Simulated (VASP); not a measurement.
Wanted: the native input for a VASP 6.6.1 run.

```yaml
Task: single point
Functional: PBEsol
Potentials_or_basis: VASP PAW PBE potentials, release 64 (Rb_sv, Br)
Cutoff: 520 eV
k_mesh: 6 × 6 × 6
Occupations: fermi-dirac, width 0.02 eV
Spin: no spin polarisation
Dipole_correction: no
Further_INCAR_settings: ALGO = Normal; EDIFF = 1e-06; NBANDS = 15
```

The structure of RbBr lies in POSCAR:

```
RbBr
1.0
    4.0748363059      0.0000000000      0.0000000000
    0.0000000000      4.0748363059      0.0000000000
    0.0000000000      0.0000000000      4.0748363059
Rb Br
1 1
Direct
    0.0000000000      0.0000000000      0.0000000000
    0.5000000000      0.5000000000      0.5000000000
```

The input as run:

INCAR

```
PREC = Accurate ; ENCUT = 520
EDIFF = 1E-6 ; ISMEAR = -1
SIGMA = 0.02 ; LREAL = F
LASPH = T ; NELM = 60
ALGO = Normal ; ISIF = 2
LWAVE = F ; LCHARG = F
GGA = PS ; NBANDS = 15
```

KPOINTS

```
regular mesh
0
Gamma
  6 6 6
```

Potentials or basis: VASP PAW PBE potentials, release 64 (Rb_sv, Br).

The run is started by

```console
$ cat potpaw_PBE.64/Rb_sv/POTCAR potpaw_PBE.64/Br/POTCAR > POTCAR
$ mpirun -np 1 vasp_std > vasp.out
```

It gave:

```json
{"Pressure": "0.0 GPa", "Band gap on the k mesh": "4.03 eV (least direct gap 4.19 eV)"}
```

Caveat: the PAW data sets were made with another functional, which shifts forces and pressure a little.

Run time: 29 s on 1 thread of Intel Xeon 8259CL, on a shared host, peak memory 0.17 GiB.
